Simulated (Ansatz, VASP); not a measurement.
## P in VASP and in Ansatz

```xyz
4
Lattice="3.2837 0.0000 0.0000 0.0000 34.8570 0.0000 0.0000 0.0000 4.6321" Properties=species:S:1:pos:R:3 pbc="T T T"
P     0.0000   33.8204    2.7429
P     0.0000    1.0366    1.8892
P     1.6419    1.0366    0.4268
P     1.6419   33.8204    4.2052
```

Alike in both runs: task single point; functional LDA; k mesh 8 × 1 × 6; occupations gaussian, width 0.05 eV; no spin polarisation.

|  | VASP | Ansatz |
| --- | --- | --- |
| version | VASP 6.6.1 | Ansatz 0.2.0 |
| potentials or method | VASP PAW LDA potentials, release 64 (P), cutoff 520 eV | scalar-relativistic, plane waves, PAW |
| valence electrons in the cell | 20 | 20 |

```csv
,VASP,Ansatz,Ansatz less VASP
gap on the k mesh at the Fermi level (eV),0.85,0.84,-0.013
least direct gap on the mesh (eV),0.85,0.84,-0.013
rms of the force components (eV/Å),0.087,0.099,+0.0120
```

LDA's correlation is that of Perdew and Zunger in VASP and of Perdew and Wang (1992) in Ansatz. Atom by atom the forces differ by 0.025 eV/Å (rms over components).
